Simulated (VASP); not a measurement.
# Si12O23 (a cell with a defect) in VASP: a series of runs, part 3 of 3

VASP 6.6.1. Earlier steps stand in the parts before.

## Step 5: Single point, PBE+D3(BJ)

Contents of INCAR:

```
ALGO = Normal ; EDIFF = 1E-6
ENCUT = 520 ; GGA = PE
GGA_COMPAT = False ; ISIF = 2
ISMEAR = 0 ; IVDW = 12
LASPH = True ; LCHARG = False
LREAL = Auto ; LWAVE = False
NBANDS = 116 ; NELECT = 188.0
NELM = 120 ; PREC = Accurate
SIGMA = 0.02
```

Contents of KPOINTS:

```
k-points
0
Gamma
  2 2 2
```

Contents of POSCAR:

```
Si12O23
1.0
   -2.4986000000      4.3277020000      5.4571000000
    4.9972000000      0.0000000000      5.4571000000
    4.9972000000      8.6554040000      0.0000000000
Si O
12 23
Direct
    0.7509487903      0.2446452065      0.1235581168
    0.1529527965      0.1746411636      0.1903031767
    0.5611033076      0.0865443441      0.9642930698
    0.7575367166      0.2358753521      0.6288189247
    0.1736023011      0.1524437673      0.6980860713
    0.5798692484      0.0845250269      0.4571917953
    0.2572302026      0.7373572156      0.3625077856
    0.6915019759      0.6501272777      0.4070124879
    0.0014321924      0.6110777488      0.2236740074
    0.2960635122      0.6982631448      0.8787614473
    0.6871512579      0.6758171686      0.9106524810
    0.1084974168      0.5935410285      0.6994817934
    0.9732405585      0.1510741874      0.1425926379
    0.3393343730      0.1841467800      0.0457523364
    0.2152820729      0.9791329094      0.3184208782
    0.0859683502      0.3631192604      0.2562384839
    0.7143988137      0.1310670931      0.0259724243
    0.9810803777      0.1635176689      0.6455070713
    0.3564673865      0.1625012965      0.5471872114
    0.1134100637      0.6648276450      0.5248076278
    0.2209920811      0.9614121262      0.8266239367
    0.1295664760      0.3534331025      0.7507153800
    0.7371138940      0.1195141685      0.5231953039
    0.4922050725      0.6527050446      0.3598993327
    0.9351226904      0.7292635220      0.0804036025
    0.5978144976      0.2168568480      0.2870998284
    0.6975968594      0.4703494857      0.5595225452
    0.6355697270      0.8552880546      0.4586962806
    0.1855149168      0.6690395169      0.2549394255
    0.5499086064      0.6821001528      0.8137030258
    0.8971919776      0.6984383022      0.7913201376
    0.6008153369      0.1869889914      0.7881751406
    0.7163840583      0.4754178145      0.0424044075
    0.5850207596      0.8538524515      0.9934580164
    0.2797922429      0.6663936434      0.7161213446
```

On the command line:

```console
$ cat potpaw_PBE.64/Si/POTCAR potpaw_PBE.64/O/POTCAR > POTCAR
$ mpirun -np 1 vasp_std > vasp.out
```

It took 13 min on 1 thread of Intel Xeon Platinum 8259CL at 2.50GHz (Skylake/Cascade Lake), shared host; peak memory 0.66 GiB.

The run converged. Its results:

* Free energy: -266.4456 eV
* Largest force: 0.313 eV/Å
* Dispersion energy per atom: -0.136 eV

Forces in eV/Å, atoms in the order of the input:
```
Si   0.008 -0.020  0.002
Si  -0.026 -0.013 -0.010
Si   0.021 -0.037  0.015
Si  -0.026  0.007 -0.006
Si   0.001 -0.030 -0.009
Si   0.005 -0.008 -0.016
Si  -0.018  0.001  0.014
Si  -0.011 -0.012  0.032
Si   0.017  0.173 -0.091
Si  -0.025  0.108  0.027
Si   0.005  0.077  0.079
Si  -0.018 -0.015 -0.031
O    0.025 -0.002  0.003
O    0.005 -0.011 -0.010
O   -0.029 -0.018  0.005
O    0.038 -0.005  0.011
O    0.041 -0.026  0.000
O   -0.007  0.016  0.002
O    0.019  0.011 -0.007
O    0.003  0.014  0.029
O   -0.067  0.056 -0.043
O    0.002 -0.022 -0.017
O   -0.006 -0.001 -0.020
O   -0.011 -0.008 -0.008
O    0.229 -0.189 -0.099
O   -0.002 -0.001  0.011
O   -0.065 -0.038  0.027
O   -0.010 -0.045 -0.015
O    0.027 -0.055 -0.068
O   -0.073 -0.084  0.124
O   -0.008  0.093  0.063
O    0.006  0.001  0.018
O    0.010 -0.030  0.006
O   -0.002 -0.026  0.003
O   -0.058  0.136 -0.020
```

Levels at points of the mesh, in eV from the Fermi level:
| k point | band 90 | band 91 | band 92 | band 93 | band 94 | band 95 | band 96 | band 97 | band 98 | band 99 |
| --- | --- | --- | --- | --- | --- | --- | --- | --- | --- | --- |
| (0.00, 0.00, 0.00) | -3.82 | -3.41 | -2.60 | -2.53 | -0.26 | 2.02 | 2.69 | 3.10 | 3.47 | 3.80 |
| (0.50, 0.00, 0.00) | -3.78 | -3.44 | -2.55 | -2.44 | -0.18 | 2.19 | 2.73 | 2.89 | 3.46 | 3.74 |
| (0.00, 0.50, 0.00) | -3.75 | -3.37 | -2.57 | -2.53 | -0.20 | 2.19 | 2.76 | 3.21 | 3.56 | 3.77 |
| (0.50, 0.50, 0.00) | -3.71 | -3.43 | -2.57 | -2.44 | -0.18 | 2.20 | 2.82 | 3.12 | 3.49 | 3.64 |
| (0.00, 0.00, 0.50) | -3.84 | -3.40 | -2.56 | -2.48 | -0.28 | 2.37 | 2.70 | 2.71 | 3.10 | 3.74 |
| (0.50, 0.00, 0.50) | -3.80 | -3.40 | -2.56 | -2.47 | -0.15 | 2.17 | 2.67 | 3.13 | 3.35 | 3.64 |
| (0.00, 0.50, 0.50) | -3.72 | -3.40 | -2.57 | -2.47 | -0.22 | 2.40 | 2.77 | 2.90 | 3.66 | 3.75 |
| (0.50, 0.50, 0.50) | -3.72 | -3.42 | -2.58 | -2.45 | -0.16 | 2.15 | 2.86 | 3.13 | 3.41 | 3.96 |

Caveat: the k points lie up to 0.46 Å⁻¹ apart; the cell carries a net charge on a neutralising background, which shifts energy and pressure; the cell is charged against a uniform background, so pressure and absolute levels hang on convention.

## Step 6: Single point, PBE+D3(BJ)

Contents of INCAR:

```
SYSTEM = Si12O23
PREC = Accurate ; ENCUT = 520
EDIFF = 1E-6 ; ISMEAR = 0
SIGMA = 0.02 ; LREAL = Auto
LASPH = .True. ; NELM = 120
ALGO = Normal ; ISIF = 2
LWAVE = .False. ; LCHARG = .True.
GGA = PE ; IVDW = 12
LELF = .True. ; LVHAR = .True.
NELECT = 188.0 ; NBANDS = 116
GGA_COMPAT = .False.
```

Contents of KPOINTS:

```
Automatic mesh
0
Gamma
  2 2 2
  0 0 0
```

Contents of POSCAR:

```
Si12O23
1.0
   -2.4986000000      4.3277020000      5.4571000000
    4.9972000000      0.0000000000      5.4571000000
    4.9972000000      8.6554040000      0.0000000000
Si O
12 23
Direct
    0.7472986640      0.2411874260      0.1277521999
    0.1578196585      0.1675397178      0.1848917308
    0.5665438667      0.0861386330      0.9544706009
    0.7666794572      0.2488802563      0.6219996481
    0.1696636003      0.1590908905      0.7043031054
    0.5782558695      0.0925431308      0.4613075401
    0.2485180669      0.7372302855      0.3784827070
    0.6759592564      0.6716687516      0.4103222664
    0.0888867041      0.6232560225      0.1627461455
    0.2247442308      0.7076954672      0.8641545876
    0.6550945984      0.6564829659      0.9128237856
    0.0931906152      0.6027001202      0.7204798401
    0.9683111078      0.1429892597      0.1485908790
    0.3390634549      0.1625995144      0.0364402715
    0.2095123126      0.9814179777      0.3216254687
    0.1145275993      0.3713033328      0.2263693198
    0.7092043490      0.1254215577      0.0306432867
    0.9861696879      0.1646978720      0.6442989241
    0.3593598307      0.1619721659      0.5589108458
    0.1008431661      0.6638078547      0.5352532251
    0.1973128173      0.9590753872      0.8347140453
    0.1350606938      0.3521366660      0.7598902003
    0.7389842714      0.1357648006      0.5182080259
    0.4835577428      0.6580676559      0.3741183557
    0.8504862444      0.6899982557      0.2593524268
    0.5898425390      0.2154406478      0.2896802118
    0.7349021802      0.4804178332      0.5408626589
    0.6361146976      0.8612612534      0.4718234602
    0.2217872653      0.6564785794      0.2564376489
    0.4599801859      0.6264542836      0.8925464402
    0.8372325171      0.6673849101      0.7665520050
    0.6062723578      0.2090307407      0.7817951685
    0.7218862610      0.4731951695      0.0485975694
    0.6097128870      0.8536873598      0.9705687473
    0.2977130434      0.6914287548      0.6814519578
```

Potentials or basis: VASP PAW PBE potentials, release 64 (Si, O).

On the command line:

```console
$ cat potpaw_PBE.64/Si/POTCAR potpaw_PBE.64/O/POTCAR > POTCAR
$ mpirun -np 1 vasp_std > vasp.out
```

OUTCAR:

```text
SYSTEM = Si12O23
   PREC = Accurate
   ENCUT = 520
   EDIFF = 1E-6
   ISMEAR = 0
   LREAL = Auto
   LASPH = .True.
   NELM = 120
   ISIF = 2
   GGA = PE
   IVDW = 12
   NELECT = 188.0
 IVDW          = 12

 ion  position               nearest neighbor table
   1  0.747  0.241  0.128-  33 1.61  13 1.62  17 1.63  26 1.63   6 3.08  11 3.12   2 3.13
   2  0.158  0.168  0.185-  16 1.60  15 1.63  14 1.63  13 1.64   7 3.11   1 3.13   3 3.15
   3  0.567  0.086  0.954-  34 1.61  14 1.61  32 1.63  17 1.63   4 3.13   2 3.15
   4  0.767  0.249  0.622-  27 1.61  18 1.61  23 1.63  32 1.63   6 3.11   3 3.13   8 3.14
   5  0.170  0.159  0.704-  21 1.62  22 1.62  18 1.64  19 1.64  10 3.14
   6  0.578  0.093  0.461-  28 1.60  19 1.61  23 1.63  26 1.63   1 3.08   4 3.11   8 3.14
   7  0.249  0.737  0.378-  20 1.61  29 1.62  24 1.64  15 1.66   2 3.11  12 3.13
   8  0.676  0.672  0.410-  25 1.62  24 1.62  28 1.62  27 1.63   4 3.14   6 3.14
   9  0.089  0.623  0.163-  29 1.68  25 1.71  16 1.72  10 2.72
  10  0.225  0.708  0.864-  21 1.74  30 1.74  35 1.76  12 2.41   9 2.72   5 3.14
  11  0.655  0.656  0.913-  30 1.61  31 1.62  34 1.64  33 1.65   1 3.12  12 3.14
  12  0.093  0.603  0.720-  22 1.71  35 1.71  20 1.74  31 1.74  10 2.41   7 3.13  11 3.14
  13  0.968  0.143  0.149-   1 1.62   2 1.64
  14  0.339  0.163  0.036-   3 1.61   2 1.63
  15  0.210  0.981  0.322-   2 1.63   7 1.66
  16  0.115  0.371  0.226-   2 1.60   9 1.72
  17  0.709  0.125  0.031-   1 1.63   3 1.63
  18  0.986  0.165  0.644-   4 1.61   5 1.64
[... 15 lines left out ...]
  34  0.610  0.854  0.971-   3 1.61  11 1.64
  35  0.298  0.691  0.681-  12 1.71  10 1.76

  LATTYP: Found a base centered monoclinic cell.
 ALAT       =    12.0038230660
 B/A-ratio  =     0.7210539654
 C/A-ratio  =     0.8326013878
 COS(beta)  =    -0.4163006939

  Lattice vectors:

 A1 = (   2.4986000000,  -4.3277020000,  -5.4571000000)
 A2 = (  -4.9972000000,   0.0000000000,  -5.4571000000)
 A3 = (   4.9972000000,   8.6554040000,   0.0000000000)

Analysis of symmetry for initial positions (statically):
=====================================================================
 Subroutine PRICEL returns:
 Original cell was already a primitive cell.

[... 198 lines left out ...]
   IVDW    =    12    specifies the selected vdW correction
   LEPSILON=     F    determine dielectric tensor
   LRPA    =     F    only Hartree local field effects (RPA)
 non-spin polarized calculation
 Gauss-broadening in eV      SIGMA  =   0.02
  energy-cutoff  :      520.00
  volume of cell :      472.07
 maximum number of plane-waves:     12742
 NGX is ok and might be reduce to    56
   NGX = 27   NGY = 27   NGZ = 37

 number of electron     188.0000009 magnetization

 Free energy of the ion-electron system (eV)
  ---------------------------------------------------
  ext. energy  EPLUGINS =         0.00000000
  ---------------------------------------------------
  free energy    TOTEN  =      -262.23434051 eV

  energy without entropy =     -262.23434051  energy(sigma->0) =     -262.23434051

 E-fermi :   4.8560     XC(G=0):  -9.0507

 val. band max:        4.6781556445   @ k =  -0.0000   0.5000  -0.0000
 cond. band min:       6.5667277599   @ k =   0.0000   0.0000   0.0000
 fundamental gap:      1.8885721154
 Fermi energy:         4.8559782828

 k-point     1 :       0.0000    0.0000    0.0000
  band No.  band energies     occupation
      1     -18.7701      2.00000
      2     -18.3599      2.00000
      3     -18.0719      2.00000
      4     -17.9097      2.00000
      5     -17.6533      2.00000
      6     -17.5625      2.00000
[... 861 lines left out ...]
    105       9.6670      0.00000
    106       9.7815      0.00000
 [bands above 106 left out]

------------------------ aborting loop because EDIFF is reached ----------------------------------------

 Edisp (eV)   -4.73979

 E8    (eV) :    -1.6112

  FORCE on cell =-STRESS in cart. coord.  units (eV):
  Direction    XX          YY          ZZ          XY          YZ          ZX
  --------------------------------------------------------------------------------------
  -------------------------------------------------------------------------------------
  Total      12.27099    10.47476     6.10875    -1.07640     0.57525     0.31640
  in kB      41.64705    35.55076    20.73274    -3.65325     1.95237     1.07383
  external pressure =       32.64 kB  Pullay stress =        0.00 kB

 VOLUME and BASIS-vectors are now :
 -----------------------------------------------------------------------------
  energy-cutoff  :      520.00
  volume of cell :      472.07
      direct lattice vectors                 reciprocal lattice vectors
    -2.498600000  4.327702000  5.457100000    -0.100056031  0.057767379  0.091623756
     4.997200000  0.000000000  5.457100000     0.100056031 -0.057767379  0.091623756
     4.997200000  8.655404000  0.000000000     0.050028016  0.086651068 -0.045811878

 POSITION                                       TOTAL-FORCE (eV/Angst)
 -----------------------------------------------------------------------------------
     -0.02354      4.33983      5.39427        -0.001887      0.002573     -0.005894
      1.36684      2.28331      1.77552        -0.005530     -0.009007     -0.002765
      3.78457     10.71316      3.56175         0.013480     -0.019150      0.008525
      2.43634      8.70162      5.54201        -0.007453     -0.017413      0.019173
      3.89063      6.83028      1.79405        -0.017444     -0.036177     -0.001367
      1.32287      6.49532      3.66062        -0.001523     -0.016875     -0.011666
[... 27 lines left out ...]
      7.59274     11.03932      7.98592        -0.027157     -0.003291     -0.009812
      6.11669      7.18666      5.39785        -0.045380     -0.020282      0.054564
 -----------------------------------------------------------------------------------
    total drift:                               -0.006947     -0.004531     -0.006455

  FREE ENERGIE OF THE ION-ELECTRON SYSTEM (eV)
  ---------------------------------------------------
  free  energy   TOTEN  =      -266.9741267021 eV

  energy  without entropy=     -266.9741267021  energy(sigma->0) =     -266.97412670
```

OSZICAR:

```text
N       E                     dE             d eps       ncg     rms          rms(c)
DAV:   1     0.122721139426E+04    0.12272E+04   -0.98479E+04  1896   0.149E+03
DAV:   2    -0.196746307246E+03   -0.14240E+04   -0.13944E+04  2232   0.340E+02
DAV:   3    -0.298877207318E+03   -0.10213E+03   -0.10162E+03  2176   0.978E+01
DAV:   4    -0.300625792660E+03   -0.17486E+01   -0.17435E+01  2264   0.134E+01
DAV:   5    -0.300661245220E+03   -0.35453E-01   -0.35415E-01  2224   0.182E+00    0.480E+01
DAV:   6    -0.262177016013E+03    0.38484E+02   -0.17380E+02  2088   0.371E+01    0.222E+01
DAV:   7    -0.262249101029E+03   -0.72085E-01   -0.45530E+00  2216   0.614E+00    0.855E+00
DAV:   8    -0.262194636352E+03    0.54465E-01   -0.31966E-01  2240   0.212E+00    0.336E+00
DAV:   9    -0.262224317519E+03   -0.29681E-01   -0.12909E-01  2248   0.184E+00    0.561E-01
DAV:  10    -0.262231327589E+03   -0.70101E-02   -0.31202E-02  2232   0.631E-01    0.451E-01
DAV:  11    -0.262232465846E+03   -0.11383E-02   -0.34885E-03  2144   0.216E-01    0.271E-01
DAV:  12    -0.262234259404E+03   -0.17936E-02   -0.26152E-03  2120   0.184E-01    0.470E-02
DAV:  13    -0.262234329795E+03   -0.70391E-04   -0.36712E-04  2432   0.855E-02    0.398E-02
DAV:  14    -0.262234339282E+03   -0.94878E-05   -0.19643E-04  2232   0.577E-02    0.241E-02
DAV:  15    -0.262234337599E+03    0.16832E-05   -0.38182E-05  2168   0.241E-02    0.156E-02
DAV:  16    -0.262234340582E+03   -0.29825E-05   -0.14670E-05  2088   0.126E-02    0.710E-03
DAV:  17    -0.262234340509E+03    0.73158E-07   -0.19264E-06  1632   0.747E-03
   1 F= -.26697413E+03 E0= -.26697413E+03  d E =-.656779E-37
```

Wall time 13 min (1 thread of Intel Xeon Platinum 8259CL at 2.50GHz (Skylake/Cascade Lake), shared host); peak memory 0.66 GiB.

Results:

```
Free energy                : -266.9741 eV
Largest force              : 0.074 eV/Å
Dispersion energy per atom : -0.135 eV
```

Forces on the atoms (eV/Å):
```
Si  -0.002  0.003 -0.006
Si  -0.006 -0.009 -0.003
Si   0.013 -0.019  0.009
Si  -0.007 -0.017  0.019
Si  -0.017 -0.036 -0.001
Si  -0.002 -0.017 -0.012
Si  -0.034 -0.005  0.049
Si   0.003  0.019  0.006
Si  -0.008 -0.012  0.003
Si   0.040  0.061 -0.006
Si   0.042  0.036  0.007
Si   0.001 -0.038 -0.053
O    0.003  0.007  0.007
O    0.000  0.021  0.002
O   -0.005  0.014 -0.011
O    0.014 -0.016  0.015
O    0.007 -0.008 -0.011
O    0.007  0.032  0.017
O    0.019  0.030 -0.001
O    0.032  0.030 -0.032
O   -0.027  0.011 -0.020
O    0.026 -0.003  0.015
O    0.010  0.007  0.003
O    0.026 -0.003 -0.006
O   -0.029  0.008  0.020
O   -0.018  0.005  0.001
O   -0.001 -0.006 -0.017
O    0.008 -0.013 -0.006
O   -0.010 -0.021 -0.015
O    0.029 -0.030 -0.037
O   -0.013  0.009  0.016
O   -0.017  0.013 -0.005
O   -0.014 -0.027  0.009
O   -0.027 -0.003 -0.010
O   -0.045 -0.020  0.055
```

Levels at points of the mesh, in eV from the Fermi level:
```csv
k point,band 92,band 93,band 94,band 95,band 96,band 97
"(0.00, 0.00, 0.00)",-3.51,-2.97,-0.20,1.71,2.78,3.41
"(0.50, 0.00, 0.00)",-3.48,-2.81,-0.23,2.08,2.78,3.07
"(0.00, 0.50, 0.00)",-3.50,-2.92,-0.18,2.19,2.66,3.26
"(0.50, 0.50, 0.00)",-3.48,-2.80,-0.21,2.31,2.75,3.14
"(0.00, 0.00, 0.50)",-3.56,-2.86,-0.31,2.38,2.51,2.85
"(0.50, 0.00, 0.50)",-3.54,-2.79,-0.25,2.19,3.02,3.19
"(0.00, 0.50, 0.50)",-3.54,-2.85,-0.24,2.40,2.93,3.04
"(0.50, 0.50, 0.50)",-3.54,-2.79,-0.22,2.37,2.74,3.18
```

Caveat: the k points lie up to 0.46 Å⁻¹ apart; the cell carries a net charge on a neutralising background, which shifts energy and pressure; the cell is charged against a uniform background, so pressure and absolute levels hang on convention.
